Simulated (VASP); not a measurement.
# As (P6/mmm) in VASP: a series of runs, part 3 of 3

VASP 6.6.1. The steps go on from the part before.

### 5 Single point, r2SCAN

This run uses another cell than the first one, of 18.95 Å³/atom, 0.962 times its volume.

File POSCAR:

```
As
1.0
    4.8403420387      0.0000000000      0.0000000000
   -2.4201710194      4.1918591685      0.0000000000
    0.0000000000      0.0000000000      2.8016345037
As
3
Direct
    0.0000000000      1.0000000000      0.0000000000
    0.3333333333      0.6666666667      0.5000000000
    0.6666666667      0.3333333333      0.5000000000
```

File INCAR.step1:

```
SYSTEM = As
ALGO = Normal
EDIFF = 1E-4
ENCUT = 520
GGA = PE
ISMEAR = -1
LASPH = .TRUE.
LCHARG = .FALSE.
LREAL = .FALSE.
LWAVE = .TRUE.
NBANDS = 14
NELM = 60
PREC = Accurate
SIGMA = 0.1
```

File INCAR.step2:

```
SYSTEM = As
ALGO = Normal
EDIFF = 1E-7
ENCUT = 520
ISIF = 2
ISMEAR = -1
ISTART = 1
LASPH = .TRUE.
LCHARG = .FALSE.
LMIXTAU = .TRUE.
LREAL = .FALSE.
LWAVE = .FALSE.
METAGGA = R2SCAN
NBANDS = 14
NELM = 60
PREC = Accurate
SIGMA = 0.1
```

File KPOINTS:

```
k-points
0
G
  10 10 15
  0 0 0
```

Potentials or basis: VASP PAW PBE potentials, release 64 (As).

Launch:

```
> cat potpaw_PBE.64/As/POTCAR > POTCAR
> cp INCAR.step1 INCAR
> mpirun -np 1 vasp_std > vasp.out
> cp INCAR.step2 INCAR
> mpirun -np 1 vasp_std > vasp.out
```

OUTCAR:

```text
SYSTEM = As
   EDIFF = 1E-7
   ENCUT = 520
   ISIF = 2
   ISMEAR = -1
   ISTART = 1
   LASPH = .TRUE.
   LREAL = .FALSE.
   METAGGA = R2SCAN
   NELM = 60
   PREC = Accurate

 ion  position               nearest neighbor table
   1  0.000  0.000  0.000-
   2  0.333  0.667  0.500-   3 2.79   3 2.79   3 2.79
   3  0.667  0.333  0.500-   2 2.79   2 2.79   2 2.79

  LATTYP: Found a hexagonal cell.
 ALAT       =     4.8403420387
 C/A-ratio  =     0.5788092001

  Lattice vectors:

 A1 = (   4.8403420387,   0.0000000000,   0.0000000000)
 A2 = (  -2.4201710194,   4.1918591685,   0.0000000000)
 A3 = (   0.0000000000,   0.0000000000,   2.8016345037)

Analysis of symmetry for initial positions (statically):
=====================================================================
 Subroutine PRICEL returns:
 Original cell was already a primitive cell.

 Routine SETGRP: Setting up the symmetry group for a
 hexagonal supercell.

 Subroutine GETGRP returns: Found 24 space group operations
 (whereof 24 operations were pure point group operations)
 out of a pool of 24 trial point group operations.

[... 180 lines left out ...]
      8       9.1579      0.00000
      9      12.2149      0.00000
     10      12.2149      0.00000
     11      13.3826      0.00000
     12      13.4124      0.00000
     13      14.2046      0.00000
     14      19.3530      0.00000
[... 377 lines left out ...]
      1      -7.6823      2.00000
      2      -6.8862      2.00000
      3      -4.9781      2.00000
      4      -0.0499      2.00000
      5       3.9369      2.00000
      6       5.5093      1.99954
      7       7.3569      0.00008
      8       8.3923      0.00000
      9       8.8451      0.00000
     10       9.9122      0.00000
     11      10.5528      0.00000
     12      11.8207      0.00000
     13      14.8038      0.00000
     14      17.0603      0.00000

 [... further k-points ...]

------------------------ aborting loop because EDIFF is reached ----------------------------------------

  FORCE on cell =-STRESS in cart. coord.  units (eV):
  Direction    XX          YY          ZZ          XY          YZ          ZX
  --------------------------------------------------------------------------------------
  -------------------------------------------------------------------------------------
  Total        0.1873388      0.1873388     -0.2904281     -0.0000000      0.0000000      0.0000000
  in kB        5.2801248      5.2801248     -8.1856837     -0.0000000      0.0000000      0.0000000
  external PRESSURE =       0.7915220 kB  Pullay stress =       0.0000000 kB

 VOLUME and BASIS-vectors are now :
 -----------------------------------------------------------------------------
  energy-cutoff  :      520.00
  volume of cell :       56.85
      direct lattice vectors                 reciprocal lattice vectors
     4.840342039  0.000000000  0.000000000     0.206596970  0.119278816  0.000000000
    -2.420171019  4.191859168  0.000000000     0.000000000  0.238557633  0.000000000
     0.000000000  0.000000000  2.801634504     0.000000000  0.000000000  0.356934496

 POSITION                                       TOTAL-FORCE (eV/Angst)
 -----------------------------------------------------------------------------------
      0.00000      0.00000      0.00000         0.000000      0.000000      0.000000
     -0.00000      2.79457      1.40082         0.000000      0.000000     -0.000000
      2.42017      1.39729      1.40082        -0.000000      0.000000      0.000000
 -----------------------------------------------------------------------------------
    total drift:                                0.000000      0.000000     -0.000000

  FREE ENERGIE OF THE ION-ELECTRON SYSTEM (eV)
  ---------------------------------------------------
  free  energy   TOTEN  =       -42.2974962019 eV

  energy  without entropy=      -42.2473799494  energy(sigma->0) =      -42.27243808
```

OUTCAR.step1:

```text
SYSTEM = As
   EDIFF = 1E-4
   ENCUT = 520
   GGA = PE
   ISMEAR = -1
   LASPH = .TRUE.
   LREAL = .FALSE.
   NELM = 60
[... 631 lines left out ...]
      0.00000      0.00000      0.00000         0.000000      0.000000      0.000000
     -0.00000      2.79457      1.40082        -0.000000      0.000000      0.000000
      2.42017      1.39729      1.40082         0.000000     -0.000000     -0.000000
 -----------------------------------------------------------------------------------
    total drift:                                0.000000      0.000000     -0.000000

  FREE ENERGIE OF THE ION-ELECTRON SYSTEM (eV)
  ---------------------------------------------------
  free  energy   TOTEN  =       -12.7049072686 eV

  energy  without entropy=      -12.6518173801  energy(sigma->0) =      -12.67836232
```

Run time: 2.8 min. Hardware: 1 thread of Intel Xeon Platinum 8488C (Sapphire Rapids), shared host; peak memory 0.22 GiB.

Results:

| Quantity | Value |
| --- | --- |
| Free energy | -42.2975 eV |
| Pressure | 0.1 GPa |

Caveat: the PAW data sets were made with another functional, which shifts forces and pressure a little.

### 6 Summary

| cell | k mesh | gap on the mesh (eV) | pressure (GPa) |
| --- | --- | --- | --- |
| a = 4.904, b = 4.904, c = 2.839 Å, angles 90.0, 90.0, 120.0°, 3 atoms | 9 × 9 × 13 | none | -2.7 |
| a = 4.966, b = 4.966, c = 2.874 Å, angles 90.0, 90.0, 120.0°, 3 atoms | 9 × 9 × 13 | none | -5.2 |
| a = 5.027, b = 5.027, c = 2.909 Å, angles 90.0, 90.0, 120.0°, 3 atoms | 9 × 9 × 13 | none | -7.2 |
| a = 4.840, b = 4.840, c = 2.802 Å, angles 90.0, 90.0, 120.0°, 3 atoms | 10 × 10 × 15 | none | 0.1 |

Alike in all rows: task single point; level r2SCAN; potentials or basis VASP PAW PBE potentials, release 64 (As); no spin polarisation; cutoff (eV) 520; smearing fermi-dirac 0.1 eV.

Caveats: the PAW data sets were made with another functional, which shifts forces and pressure a little.

Total energies depend on the potentials used, so only differences within one code and one set of settings carry meaning.
